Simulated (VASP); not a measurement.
# LiF (I4/mmm) in VASP: a series of runs

Runs on LiF. Level: LDA. Tasks: single point.

Everything below comes from runs of VASP 6.6.1. Logs are shortened: lines on timing, memory, paths and dates and some standing lists are left out, and cuts for length are marked.

### Step 1. The cell of the first run

The structure is tetragonal, space group I4/mmm (No. 139). Conventional cell: a = 2.777 Å, b = 2.777 Å, c = 3.827 Å, α = 90.00°, β = 90.00°, γ = 90.00°. Li (site symmetry 4/mmm) has 6 F at 1.91 to 1.96 Å within 2.5 Å. F (site symmetry 4/mmm) has 6 Li at 1.91 to 1.96 Å within 2.5 Å.

### Step 2. Single point, LDA (strain -0.025 along x and y, -0.050 along z)

The input, INCAR:

```
PREC = Accurate ; ENCUT = 520
EDIFF = 1E-6 ; ISMEAR = 0
SIGMA = 0.05 ; LREAL = False
LASPH = True ; NELM = 100
ALGO = Normal ; ISIF = 2
LWAVE = False ; LCHARG = False
GGA = CA ; NBANDS = 12
```

The input, KPOINTS:

```
regular mesh
0
Gamma
  10 10 10
```

The input, POSCAR:

```
LiF
1.0
    0.0000000000      1.9636500000      1.9133000000
    1.9636500000      0.0000000000      1.9133000000
    1.9636500000      1.9636500000      0.0000000000
Li F
1 1
Direct
    0.0000000000      0.0000000000      0.0000000000
    0.5000000000      0.5000000000      0.5000000000
```

Potentials or basis: VASP PAW LDA potentials, release 64 (Li_sv, F).

Command:

```
cat potpaw_LDA.64/Li_sv/POTCAR potpaw_LDA.64/F/POTCAR > POTCAR
mpirun -np 1 vasp_std > vasp.out
```

OUTCAR:

```text
PREC = Accurate
   ENCUT = 520
   EDIFF = 1E-6
   ISMEAR = 0
   LREAL = False
   LASPH = True
   NELM = 100
   ISIF = 2
   GGA = CA

 ion  position               nearest neighbor table
   1  0.000  0.000  0.000-   2 1.91   2 1.91   2 1.96   2 1.96   2 1.96   2 1.96
   2  0.500  0.500  0.500-   1 1.91   1 1.91   1 1.96   1 1.96   1 1.96   1 1.96

  LATTYP: Found a body centered tetragonal cell.
 ALAT       =     2.7770204618
 C/A-ratio  =     1.3779516762

  Lattice vectors:

 A1 = (   0.0000000000,  -1.9636500000,  -1.9133000000)
 A2 = (   0.0000000000,   1.9636500000,  -1.9133000000)
 A3 = (   1.9636500000,   0.0000000000,   1.9133000000)

Analysis of symmetry for initial positions (statically):
=====================================================================
 Subroutine PRICEL returns:
 Original cell was already a primitive cell.

 Routine SETGRP: Setting up the symmetry group for a
 body centered tetragonal supercell.

 Subroutine GETGRP returns: Found 16 space group operations
 (whereof 16 operations were pure point group operations)
 out of a pool of 16 trial point group operations.

The static configuration has the point symmetry D_4h.

Analysis of symmetry for dynamics (positions and initial velocities):
=====================================================================
 Subroutine PRICEL returns:
 Original cell was already a primitive cell.

 Routine SETGRP: Setting up the symmetry group for a
 body centered tetragonal supercell.

 Subroutine GETGRP returns: Found 16 space group operations
 (whereof 16 operations were pure point group operations)
 out of a pool of 16 trial point group operations.

The dynamic configuration has the point symmetry D_4h.

 Subroutine INISYM returns: Found 16 space group operations
 (whereof 16 operations are pure point group operations),
 and found     1 'primitive' translations

----------------------------------------------------------------------------------------

                                     Primitive cell

  volume of cell :      14.7551

  direct lattice vectors                    reciprocal lattice vectors
     0.000000000  1.963650000  1.913300000    -0.254627861  0.254627861  0.261328595
     1.963650000  0.000000000  1.913300000     0.254627861 -0.254627861  0.261328595
     1.963650000  1.963650000  0.000000000     0.254627861  0.254627861 -0.261328595

  length of vectors
     2.741648813  2.741648813  2.777020462     0.444930702  0.444930702  0.444930702

  position of ions in fractional coordinates (direct lattice)
     0.000000000  0.000000000  0.000000000
     0.500000000  0.500000000  0.500000000

  ion indices of the primitive-cell ions
   primitive index   ion index
                 1           1
                 2           2

----------------------------------------------------------------------------------------

 KPOINTS: regular mesh

Automatic generation of k-mesh.
 Grid dimensions read from file:
 generate k-points for:   10   10   10

 Generating k-lattice:

  Cartesian coordinates                     Fractional coordinates (reciprocal lattice)
    -0.025462786  0.025462786  0.026132859     0.100000000 -0.000000000  0.000000000
     0.025462786 -0.025462786  0.026132859    -0.000000000  0.100000000  0.000000000
     0.025462786  0.025462786 -0.026132859     0.000000000  0.000000000  0.100000000

  Length of vectors
     0.044493070  0.044493070  0.044493070

  Shift w.r.t. Gamma in fractional coordinates (k-lattice)
     0.000000000  0.000000000  0.000000000

 Subroutine IBZKPT returns following result:
 ===========================================

 Found    102 irreducible k-points:

 Following reciprocal coordinates:
            Coordinates               Weight
  0.000000  0.000000  0.000000      1.000000
  0.100000  0.000000  0.000000      8.000000
  0.200000  0.000000  0.000000      8.000000
  0.300000 -0.000000  0.000000      8.000000
  0.400000 -0.000000  0.000000      8.000000
  0.500000 -0.000000  0.000000      4.000000
[... 16 lines left out ...]
  0.300000  0.300000  0.000000      2.000000
  0.400000  0.300000  0.000000      8.000000
 [... further k-points ...]
   k-points           NKPTS =    102   k-points in BZ     NKDIM =    102   number of bands    NBANDS=     12
   number of dos      NEDOS =    301   number of ions     NIONS =      2
   total plane-waves  NPLWV =   9600
   dimension x,y,z NGX =    20 NGY =   20 NGZ =   24
   dimension x,y,z NGXF=    40 NGYF=   40 NGZF=   48
   ions per type =               1   1
   NGX,Y,Z   is equivalent  to a cutoff of  12.13, 12.13, 14.37 a.u.
   NGXF,Y,Z  is equivalent  to a cutoff of  24.25, 24.25, 28.74 a.u.
 SYSTEM =  unknown system
   PREC   = accura    normal or accurate (medium, high low for compatibility)
   ISTART =      0    job   : 0-new  1-cont  2-samecut
   ICHARG =      2    charge: 1-file 2-atom 10-const
   ISPIN  =      1    spin polarized calculation?
   LNONCOLLINEAR =      F non collinear calculations
   LSORBIT =      F    spin-orbit coupling
   LASPH  =      T    aspherical Exc in radial PAW
   ENCUT  =  520.0 eV  38.22 Ry    6.18 a.u.   5.10  5.10  5.16*2*pi/ulx,y,z
   NELM   =    100;   NELMIN=  2; NELMDL= -5     # of ELM steps
   EDIFF  = 0.1E-05   stopping-criterion for ELM
   LREAL  =      F    real-space projection
   EDIFFG = 0.1E-04   stopping-criterion for IOM
   NSW    =      0    number of steps for IOM
   IBRION =     -1    ionic relax: 0-MD 1-quasi-New 2-CG
   NFREE  =      0    steps in history (QN), initial steepest desc. (CG)
   ISIF   =      2    stress and relaxation
   ISYM   =      2    0-nonsym 1-usesym 2-fastsym
   POTIM  = 0.5000    time-step for ionic-motion
   TEBEG  =    0.0;   TEEND  =   0.0 temperature during run
   PSTRESS=    0.0 pullay stress
   NELECT =      10.0000    total number of electrons
   NUPDOWN=      -1.0000    fix difference up-down
   EMIN   =  10.00;   EMAX   =-10.00  energy-range for DOS
   EFERMI =   0.00;   METHOD = LEGACY
   ISMEAR =     0;   SIGMA  =   0.05  broadening in eV -4-tet -1-fermi 0-gaus
   EFERMI_NEDOS =   21; number of points for ismear=-14 and -15
   IALGO  =     38    algorithm
   IMIX   =      4    mixing-type and parameters
     AMIX     =   0.40;   BMIX     =  1.00
     AMIX_MAG =   1.60;   BMIX_MAG =  1.00
  volume/ion in A,a.u.               =       7.38        49.79
  Fermi-wavevector in a.u.,A,eV,Ry     =   1.438007  2.717440 28.135011  2.067865
  Thomas-Fermi vector in A             =   2.557022
   LORBIT       =      0    0 simple, 1 ext, 2 COOP (PROOUT), +10 PAW based schemes
   GGA     = CA    functional components
   LHFCALC =     F    Hartree Fock is set to
   AEXX    =    0.0000 exact exchange contribution
   IVDW    =     0    specifies the selected vdW correction
   LEPSILON=     F    determine dielectric tensor
   LRPA    =     F    only Hartree local field effects (RPA)
 non-spin polarized calculation
 Gauss-broadening in eV      SIGMA  =   0.05
  energy-cutoff  :      520.00
  volume of cell :       14.76
 maximum number of plane-waves:       407
   NGX = 11   NGY = 11   NGZ = 11

 number of electron      10.0000000 magnetization

 number of electron       9.9999990 magnetization

 Free energy of the ion-electron system (eV)
  ---------------------------------------------------
  ext. energy  EPLUGINS =         0.00000000
  ---------------------------------------------------
  free energy    TOTEN  =       -10.49692056 eV

  energy without entropy =      -10.49692056  energy(sigma->0) =      -10.49692056

 E-fermi :  -0.3327     XC(G=0): -11.1868

 val. band max:       -0.6030716250   @ k =   0.0000   0.0000   0.0000
 cond. band min:       9.1798119346   @ k =   0.0000   0.0000   0.0000
 fundamental gap:      9.7828835596
 Fermi energy:        -0.3326838467

 k-point     1 :       0.0000    0.0000    0.0000
  band No.  band energies     occupation
      1     -40.2009      2.00000
      2     -20.4909      2.00000
      3      -0.6781      2.00000
      4      -0.6031      2.00000
      5      -0.6031      2.00000
      6       9.1798      0.00000
      7      23.9416      0.00000
      8      23.9416      0.00000
      9      24.2159      0.00000
     10      24.2160      0.00000
     11      24.4546      0.00000
     12      24.6260      0.00000

 k-point     2 :       0.1000    0.0000    0.0000
  band No.  band energies     occupation
      1     -40.1907      2.00000
      2     -20.4453      2.00000
      3      -0.9581      2.00000
      4      -0.6706      2.00000
      5      -0.6359      2.00000
      6       9.4573      0.00000
      7      21.1581      0.00000
      8      22.5071      0.00000
      9      22.9677      0.00000
     10      25.3874      0.00000
     11      25.4482      0.00000
     12      25.7243      0.00000

 k-point     3 :       0.2000    0.0000    0.0000
  band No.  band energies     occupation
      1     -40.1640      2.00000
      2     -20.3222      2.00000
      3      -1.7412      2.00000
      4      -0.7287      2.00000
      5      -0.7200      2.00000
      6      10.0303      0.00000
      7      18.6371      0.00000
      8      20.8586      0.00000
      9      21.3830      0.00000
     10      26.6282      0.00000
     11      26.8479      0.00000
     12      27.0221      0.00000

 k-point     4 :       0.3000   -0.0000    0.0000
  band No.  band energies     occupation
      1     -40.1311      2.00000
      2     -20.1618      2.00000
      3      -2.6199      2.00000
      4      -0.8202      2.00000
      5      -0.7942      2.00000
      6      10.3899      0.00000
      7      17.2916      0.00000
      8      19.4980      0.00000
      9      20.0275      0.00000
     10      28.1682      0.00000
     11      28.6893      0.00000
     12      28.8571      0.00000

 k-point     5 :       0.4000   -0.0000    0.0000
  band No.  band energies     occupation
      1     -40.1044      2.00000
      2     -20.0244      2.00000
      3      -3.2812      2.00000
      4      -0.8984      2.00000
      5      -0.8446      2.00000
      6      10.3607      0.00000
      7      16.9681      0.00000
      8      18.6260      0.00000
      9      19.1441      0.00000
     10      29.9293      0.00000
     11      30.5881      0.00000
     12      30.8936      0.00000
[... 228 lines left out ...]
      1     -40.0970      2.00000
      2     -19.9237      2.00000
      3      -2.9296      2.00000
      4      -2.0305      2.00000
      5      -0.9522      2.00000
      6      11.6450      0.00000
      7      15.9628      0.00000
      8      18.9839      0.00000
      9      19.7019      0.00000
     10      29.2697      0.00000
     11      29.4526      0.00000
     12      29.9843      0.00000

 k-point    22 :      -0.2000    0.2000    0.0000
  band No.  band energies     occupation
      1     -40.1219      2.00000
      2     -20.0783      2.00000
      3      -2.4184      2.00000
      4      -1.7269      2.00000
      5      -0.7761      2.00000
      6      11.1268      0.00000
      7      16.6653      0.00000
      8      19.5707      0.00000
      9      20.0216      0.00000
     10      27.3129      0.00000
     11      28.1496      0.00000
     12      30.8370      0.00000

 k-point    23 :       0.3000    0.3000    0.0000
  band No.  band energies     occupation
      1     -40.1074      2.00000
      2     -19.9645      2.00000
      3      -2.8078      2.00000
      4      -1.4568      2.00000
      5      -1.4568      2.00000
      6      12.4566      0.00000
      7      17.2387      0.00000
      8      19.2164      0.00000
      9      20.1552      0.00000
     10      20.1552      0.00000
     11      34.9058      0.00000
     12      36.3300      0.00000

 k-point    24 :       0.4000    0.3000    0.0000
  band No.  band energies     occupation
      1     -40.0875      2.00000
      2     -19.8149      2.00000
      3      -3.3279      2.00000
      4      -1.7083      2.00000
      5      -1.5859      2.00000
      6      13.2663      0.00000
      7      16.1493      0.00000
      8      18.7440      0.00000
      9      19.9144      0.00000
     10      21.0107      0.00000
     11      35.4694      0.00000
     12      35.6098      0.00000

 [... further k-points ...]
[... 5 lines left out ...]
  --------------------------------------------------------------------------------------
  -------------------------------------------------------------------------------------
  Total       -0.0093874     -0.0093874      0.2828070      0.0000000      0.0000000      0.0000000
  in kB       -1.0193312     -1.0193312     30.7085656      0.0000000      0.0000000      0.0000000
  external PRESSURE =       9.5566344 kB  Pullay stress =       0.0000000 kB

 VOLUME and BASIS-vectors are now :
 -----------------------------------------------------------------------------
  energy-cutoff  :      520.00
  volume of cell :       14.76
      direct lattice vectors                 reciprocal lattice vectors
     0.000000000  1.963650000  1.913300000    -0.254627861  0.254627861  0.261328595
     1.963650000  0.000000000  1.913300000     0.254627861 -0.254627861  0.261328595
     1.963650000  1.963650000  0.000000000     0.254627861  0.254627861 -0.261328595

 POSITION                                       TOTAL-FORCE (eV/Angst)
 -----------------------------------------------------------------------------------
      0.00000      0.00000      0.00000         0.000000      0.000000      0.000000
      1.96365      1.96365      1.91330        -0.000000     -0.000000     -0.000000
 -----------------------------------------------------------------------------------
    total drift:                                0.000000      0.000000      0.000000

  FREE ENERGIE OF THE ION-ELECTRON SYSTEM (eV)
  ---------------------------------------------------
  free  energy   TOTEN  =       -10.4969205583 eV

  energy  without entropy=      -10.4969205583  energy(sigma->0) =      -10.49692056
```

Wall time 5.6 s (1 thread of Intel Xeon 6975P-C (Granite Rapids), shared host); peak memory 0.12 GiB.

Results:

```
Free energy            : -10.4969 eV
Band gap on the k mesh : 9.78 eV, direct
```

Levels at points of the mesh, in eV from the valence-band top:
```
           k point  band 1  band 2  band 3  band 4  band 5  band 6  band 7  band 8  band 9  band 10
(0.00, 0.00, 0.00)  -39.60  -19.89   -0.08    0.00    0.00    9.78   24.54   24.54   24.82    24.82
(0.50, 0.00, 0.00)  -39.49  -19.37   -2.92   -0.32   -0.26   10.88   17.59   18.93   19.44    31.68
(0.50, 0.50, 0.00)  -39.46  -18.96   -3.59   -1.28   -1.28   15.71   16.22   18.41   20.69    20.69
(0.50, 0.00, 0.50)  -39.47  -19.00   -3.63   -1.28   -1.10   15.21   16.60   18.39   20.85    21.32
```

Caveat: the cell differs from its parent crystal (strain -0.025 along x and y, -0.050 along z); the cutoff is under 1.25 times the usual one of these potentials, so pressure, stress and relaxed cells hold a basis-set (Pulay) error.

(Continued in part 2 of 3.)
